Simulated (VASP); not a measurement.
# Si4N in VASP: single point with PBE+D3(BJ)

Aim: the single point of Si4N with PBE+D3(BJ).

Everything below comes from runs of VASP 6.6.1. Logs are shortened: lines on timing, memory, paths and dates and some standing lists are left out, and cuts for length are marked.

**1. The cell of the first run**

The cell holds a slab with vacuum, 10 atoms: a = 3.816 Å, b = 3.816 Å, c = 28.987 Å, α = 90.00°, β = 90.00°, γ = 120.00°.

**2. Single point, PBE+D3(BJ)**

INCAR

```
SYSTEM = Si4N
  ALGO = Normal
  DIPOL = 0.5 0.5 0.379
  EDIFF = 1E-6
  ENCUT = 1000
  GGA = PE
  GGA_COMPAT = .FALSE.
  IDIPOL = 3
  ISIF = 2
  ISMEAR = 0
  IVDW = 12
  LASPH = .TRUE.
  LCHARG = .TRUE.
  LDIPOL = .TRUE.
  LELF = .TRUE.
  LREAL = .FALSE.
  LVACPOTAV = .TRUE.
  LVHAR = .TRUE.
  LWAVE = .FALSE.
  NBANDS = 32
  NELM = 120
  NELMDL = -8
  PREC = Accurate
  SIGMA = 0.05
```

KPOINTS

```
k-points
0
G
  9 9 1
  0 0 0
```

POSCAR

```
Si4N
1.0
    3.8155170209      0.0000000000      0.0000000000
   -1.9077585104      3.3043346686      0.0000000000
    0.0000000000      0.0000000000     28.9874813843
Si N
8 2
Direct
    0.6666666667      0.3333333333      0.1379906018
    0.3333333333      0.6666666667      0.1654736894
    0.3333333333      0.6666666667      0.2468813277
    0.6666666667      0.3333333333      0.2743644153
    0.6666666667      0.3333333333      0.3556303104
    0.3333333333      0.6666666667      0.3827070033
    0.3333333333      0.6666666667      0.4657581680
    0.6666666667      0.3333333333      0.4894347735
    0.8333333333      0.6666666667      0.6170760801
    0.8333333333      0.6666666667      0.6550234956
```

Potentials or basis: VASP PAW PBE potentials, release 64 (Si, N_h).

Started as:

```console
> cat potpaw_PBE.64/Si/POTCAR potpaw_PBE.64/N_h/POTCAR > POTCAR
> mpirun -np 1 vasp_std > vasp.out
```

OUTCAR:

```text
SYSTEM = Si4N
   EDIFF = 1E-6
   ENCUT = 1000
   GGA = PE
   ISIF = 2
   ISMEAR = 0
   IVDW = 12
   LASPH = .TRUE.
   LREAL = .FALSE.
   NELM = 120
   NELMDL = -8
   PREC = Accurate
 IVDW          = 12

 ion  position               nearest neighbor table
   1  0.667  0.333  0.138-   2 2.34   2 2.34   2 2.34
   2  0.333  0.667  0.165-   1 2.34   1 2.34   1 2.34   3 2.36
   3  0.333  0.667  0.247-   4 2.34   4 2.34   4 2.34   2 2.36
   4  0.667  0.333  0.274-   3 2.34   3 2.34   3 2.34   5 2.36
   5  0.667  0.333  0.356-   6 2.34   6 2.34   6 2.34   4 2.36
   6  0.333  0.667  0.383-   5 2.34   5 2.34   5 2.34   7 2.41
   7  0.333  0.667  0.466-   8 2.31   8 2.31   8 2.31   6 2.41
   8  0.667  0.333  0.489-   7 2.31   7 2.31   7 2.31
   9  0.833  0.667  0.617-  10 1.10
  10  0.833  0.667  0.655-   9 1.10

  LATTYP: Found a hexagonal cell.
 ALAT       =     3.8155170209
 C/A-ratio  =     7.5972617146

  Lattice vectors:

 A1 = (   3.8155170209,   0.0000000000,   0.0000000000)
 A2 = (  -1.9077585104,   3.3043346686,   0.0000000000)
 A3 = (   0.0000000000,   0.0000000000,  28.9874813843)

Analysis of symmetry for initial positions (statically):
=====================================================================
 Subroutine PRICEL returns:
 Original cell was already a primitive cell.

 Routine SETGRP: Setting up the symmetry group for a
 hexagonal supercell.

 Subroutine GETGRP returns: Found  2 space group operations
 (whereof  2 operations were pure point group operations)
 out of a pool of 24 trial point group operations.

The static configuration has the point symmetry C_1h.

Analysis of symmetry for dynamics (positions and initial velocities):
=====================================================================
 Subroutine PRICEL returns:
 Original cell was already a primitive cell.

 Routine SETGRP: Setting up the symmetry group for a
 hexagonal supercell.

 Subroutine GETGRP returns: Found  2 space group operations
 (whereof  2 operations were pure point group operations)
 out of a pool of 24 trial point group operations.

The dynamic configuration has the point symmetry C_1h.

 Subroutine INISYM returns: Found  2 space group operations
 (whereof  2 operations are pure point group operations),
 and found     1 'primitive' translations

----------------------------------------------------------------------------------------

                                     Primitive cell

  volume of cell :     365.4668

  direct lattice vectors                    reciprocal lattice vectors
     3.815517021  0.000000000  0.000000000     0.262087679  0.151316392  0.000000000
    -1.907758510  3.304334669  0.000000000     0.000000000  0.302632784  0.000000000
     0.000000000  0.000000000 28.987481384     0.000000000  0.000000000  0.034497650

  length of vectors
     3.815517021  3.815517021 28.987481384     0.302632784  0.302632784  0.034497650

  position of ions in fractional coordinates (direct lattice)
     0.666666667  0.333333333  0.137990602
     0.333333333  0.666666667  0.165473689
     0.333333333  0.666666667  0.246881328
     0.666666667  0.333333333  0.274364415
     0.666666667  0.333333333  0.355630310
     0.333333333  0.666666667  0.382707003
     0.333333333  0.666666667  0.465758168
     0.666666667  0.333333333  0.489434774
     0.833333333  0.666666667  0.617076080
     0.833333333  0.666666667  0.655023496

  ion indices of the primitive-cell ions
   primitive index   ion index
                 1           1
                 2           2
                 3           3
                 4           4
                 5           5
                 6           6
                 7           7
                 8           8
                 9           9
                10          10

----------------------------------------------------------------------------------------

 KPOINTS: k-points

Automatic generation of k-mesh.
 Grid dimensions read from file:
 generate k-points for:    9    9    1

 Generating k-lattice:

  Cartesian coordinates                     Fractional coordinates (reciprocal lattice)
     0.029120853  0.016812932  0.000000000     0.111111111 -0.000000000  0.000000000
     0.000000000  0.033625865  0.000000000     0.000000000  0.111111111  0.000000000
     0.000000000  0.000000000  0.034497650     0.000000000  0.000000000  1.000000000

  Length of vectors
     0.033625865  0.033625865  0.034497650

  Shift w.r.t. Gamma in fractional coordinates (k-lattice)
     0.000000000  0.000000000  0.000000000

 Subroutine IBZKPT returns following result:
 ===========================================

 Found     25 irreducible k-points:

 Following reciprocal coordinates:
            Coordinates               Weight
  0.000000  0.000000  0.000000      1.000000
  0.111111  0.000000  0.000000      4.000000
  0.000000  0.111111  0.000000      2.000000
  0.222222 -0.000000  0.000000      4.000000
  0.000000  0.222222  0.000000      2.000000
  0.333333  0.000000  0.000000      4.000000
[... 16 lines left out ...]
 -0.222222 -0.444444  0.000000      4.000000
  0.444444  0.333333  0.000000      4.000000
   k-points           NKPTS =     25   k-points in BZ     NKDIM =     25   number of bands    NBANDS=     32
   number of dos      NEDOS =    301   number of ions     NIONS =     10
   total plane-waves  NPLWV = 480000
   dimension x,y,z NGX =    40 NGY =   40 NGZ =  300
   dimension x,y,z NGXF=    80 NGYF=   80 NGZF=  600
   ions per type =               8   2
   NGX,Y,Z   is equivalent  to a cutoff of  17.43, 17.43, 17.21 a.u.
   NGXF,Y,Z  is equivalent  to a cutoff of  34.86, 34.86, 34.41 a.u.
 SYSTEM =  Si4N
   PREC   = accura    normal or accurate (medium, high low for compatibility)
   ISTART =      0    job   : 0-new  1-cont  2-samecut
   ICHARG =      2    charge: 1-file 2-atom 10-const
   ISPIN  =      1    spin polarized calculation?
   LNONCOLLINEAR =      F non collinear calculations
   LSORBIT =      F    spin-orbit coupling
   LASPH  =      T    aspherical Exc in radial PAW
   ENCUT  = 1000.0 eV  73.50 Ry    8.57 a.u.   9.84  9.84 74.74*2*pi/ulx,y,z
   NELM   =    120;   NELMIN=  2; NELMDL= -8     # of ELM steps
   EDIFF  = 0.1E-05   stopping-criterion for ELM
   LREAL  =      F    real-space projection
   EDIFFG = 0.1E-04   stopping-criterion for IOM
   NSW    =      0    number of steps for IOM
   IBRION =     -1    ionic relax: 0-MD 1-quasi-New 2-CG
   NFREE  =      0    steps in history (QN), initial steepest desc. (CG)
   ISIF   =      2    stress and relaxation
   ISYM   =      2    0-nonsym 1-usesym 2-fastsym
   POTIM  = 0.5000    time-step for ionic-motion
   TEBEG  =    0.0;   TEEND  =   0.0 temperature during run
   PSTRESS=    0.0 pullay stress
   NELECT =      42.0000    total number of electrons
   NUPDOWN=      -1.0000    fix difference up-down
   EMIN   =  10.00;   EMAX   =-10.00  energy-range for DOS
   EFERMI =   0.00;   METHOD = LEGACY
   ISMEAR =     0;   SIGMA  =   0.05  broadening in eV -4-tet -1-fermi 0-gaus
   EFERMI_NEDOS =   21; number of points for ismear=-14 and -15
   IALGO  =     38    algorithm
   IMIX   =      4    mixing-type and parameters
     AMIX     =   0.40;   BMIX     =  1.00
     AMIX_MAG =   1.60;   BMIX_MAG =  1.00
  volume/ion in A,a.u.               =      36.55       246.63
  Fermi-wavevector in a.u.,A,eV,Ry     =   0.795931  1.504091  8.619369  0.633506
  Thomas-Fermi vector in A             =   1.902355
   LORBIT       =      0    0 simple, 1 ext, 2 COOP (PROOUT), +10 PAW based schemes
   GGA     = PE    functional components
   LHFCALC =     F    Hartree Fock is set to
   AEXX    =    0.0000 exact exchange contribution
   IVDW    =    12    specifies the selected vdW correction
   LEPSILON=     F    determine dielectric tensor
   LRPA    =     F    only Hartree local field effects (RPA)
 non-spin polarized calculation
 Gauss-broadening in eV      SIGMA  =   0.05
  energy-cutoff  :     1000.00
  volume of cell :      365.47
 maximum number of plane-waves:     26306
   NGX = 19   NGY = 19   NGZ =149

 dipolmoment           0.000000      0.000000      0.028155 electrons x Angstroem

 number of electron      42.0000000 magnetization

 dipolmoment           0.000000      0.000000     -0.009317 electrons x Angstroem

 Free energy of the ion-electron system (eV)
  ---------------------------------------------------
  ext. energy  EPLUGINS =         0.00000000
  ---------------------------------------------------
  free energy    TOTEN  =       -57.50594972 eV

  energy without entropy =      -57.50035400  energy(sigma->0) =      -57.50315186

 E-fermi :   0.3884     XC(G=0):  -5.4636

 val. band max:        0.3506973633   @ k =   0.1111   0.0000   0.0000
 cond. band min:       0.4166077310   @ k =  -0.2222  -0.4444   0.0000
 fundamental gap:      0.0659103676
 Fermi energy:         0.3883815562

 k-point     1 :       0.0000    0.0000    0.0000
  band No.  band energies     occupation
      1     -23.5771      2.00000
      2     -11.4971      2.00000
      3     -10.9611      2.00000
      4     -10.2347      2.00000
      5      -9.5595      2.00000
      6      -8.9292      2.00000
[... 24 lines left out ...]
     31       3.4720      0.00000
     32       3.8232      0.00000

 k-point     2 :       0.1111    0.0000    0.0000
  band No.  band energies     occupation
      1     -23.5728      2.00000
      2     -11.3521      2.00000
      3     -10.8164      2.00000
      4     -10.0894      2.00000
      5      -9.4120      2.00000
      6      -8.9114      2.00000
[... 24 lines left out ...]
     31       3.9766      0.00000
     32       4.1133      0.00000
[... 733 lines left out ...]
     31       4.9729      0.00000
     32       5.1041      0.00000

 k-point    24 :       0.4444    0.3333    0.0000
  band No.  band energies     occupation
      1     -23.5373      2.00000
      2      -9.0713      2.00000
      3      -8.7692      2.00000
      4      -8.5941      2.00000
      5      -8.0405      2.00000
      6      -7.2442      2.00000
[... 24 lines left out ...]
     31       4.9759      0.00000
     32       5.1086      0.00000

 [... further k-points ...]

------------------------ aborting loop because EDIFF is reached ----------------------------------------

 Edisp (eV)   -2.39515

 E8    (eV) :    -0.9954

  FORCE on cell =-STRESS in cart. coord.  units (eV):
  Direction    XX          YY          ZZ          XY          YZ          ZX
  --------------------------------------------------------------------------------------
  -------------------------------------------------------------------------------------
  Total       0.45395     0.49261     0.06993     0.00000     0.03522     0.00000
  in kB       1.99007     2.15954     0.30655     0.00000     0.15441     0.00000
  external pressure =        1.49 kB  Pullay stress =        0.00 kB

 VOLUME and BASIS-vectors are now :
 -----------------------------------------------------------------------------
  energy-cutoff  :     1000.00
  volume of cell :      365.47
      direct lattice vectors                 reciprocal lattice vectors
     3.815517021  0.000000000  0.000000000     0.262087679  0.151316392  0.000000000
    -1.907758510  3.304334669  0.000000000     0.000000000  0.302632784  0.000000000
     0.000000000  0.000000000 28.987481384     0.000000000  0.000000000  0.034497650

 POSITION                                       TOTAL-FORCE (eV/Angst)
 -----------------------------------------------------------------------------------
      1.90776      1.10144      4.00000         0.000000      0.002378      0.481356
     -0.00000      2.20289      4.79667        -0.000000     -0.000857     -0.648478
     -0.00000      2.20289      7.15647        -0.000000     -0.001740      0.234213
      1.90776      1.10144      7.95313         0.000000      0.000599     -0.054437
      1.90776      1.10144     10.30883        -0.000000     -0.000739      0.020710
     -0.00000      2.20289     11.09371         0.000000      0.001678      0.019801
     -0.00000      2.20289     13.50116         0.000000      0.001165     -0.008450
      1.90776      1.10144     14.18748        -0.000000     -0.018866     -0.016295
      1.90776      2.20289     17.88748         0.000000      0.029672     -0.448820
      1.90776      2.20289     18.98748        -0.000000     -0.013289      0.420401
 -----------------------------------------------------------------------------------
    total drift:                                0.000001     -0.000042      0.000200

  FREE ENERGIE OF THE ION-ELECTRON SYSTEM (eV)
  ---------------------------------------------------
  free  energy   TOTEN  =       -59.9011005089 eV

  energy  without entropy=      -59.8955047926  energy(sigma->0) =      -59.89830265

 vacuum level on the upper side and lower side of the slab         5.080         5.213
```

Wall time 25 min (1 thread of Intel Xeon Platinum 8488C (Sapphire Rapids), shared host); peak memory 1.2 GiB.

Results:

| Property | Result |
| --- | --- |
| Free energy | -59.9011 eV |
| Largest force | 0.648 eV/Å |
| Band gap on the k mesh | zero (bands 21 and 22 overlap by 0.32 eV) |
| Dispersion energy per atom | -0.240 eV |

Forces in eV/Å, atoms in the order of the input:
```
Si   0.000  0.002  0.481
Si   0.000 -0.001 -0.648
Si   0.000 -0.002  0.234
Si   0.000  0.001 -0.054
Si   0.000 -0.001  0.021
Si   0.000  0.002  0.020
Si   0.000  0.001 -0.008
Si   0.000 -0.019 -0.016
N    0.000  0.030 -0.449
N    0.000 -0.013  0.420
```

The gap in the log of VASP goes by the Fermi energy; the results here count the filled bands.